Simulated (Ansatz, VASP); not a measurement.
**MgO: VASP beside Ansatz**

```
CELL_PARAMETERS angstrom
0.00000 2.14421 2.07796
2.14421 0.00000 2.07796
2.14421 2.14421 0.00000
ATOMIC_POSITIONS crystal
Mg 0.00000 0.00000 0.00000
O 0.50000 0.50000 0.50000
```

Change from the starting cell: epitaxial_xy strain +2.0%.

Alike in both runs: task single point; functional r2SCAN; k mesh 10 × 10 × 10; no spin polarisation.

|  | VASP | Ansatz |
| --- | --- | --- |
| version | VASP 6.6.1 | Ansatz 0.2.0 |
| potentials or method | VASP PAW PBE potentials, release 64 (Mg_sv, O) | plane waves, PAW |
| plane-wave cutoff (eV) | 920 | 500 |
| occupations | gaussian, width 0.01 eV | fixed |
| valence electrons in the cell | 16 | 16 |

Ansatz gave:

- gap on the k mesh at the Fermi level (eV): 5.37
- pressure (GPa): -4.1
- traceless stress, the component that is largest in VASP (GPa): 4.08

Task: Which values does VASP return?

Result: gap on the k mesh at the Fermi level (eV): 5.39; pressure (GPa): -3.5; traceless stress, the component that is largest in VASP (GPa): 4.16.

VASP's potentials were made for PBE, not for r2SCAN.
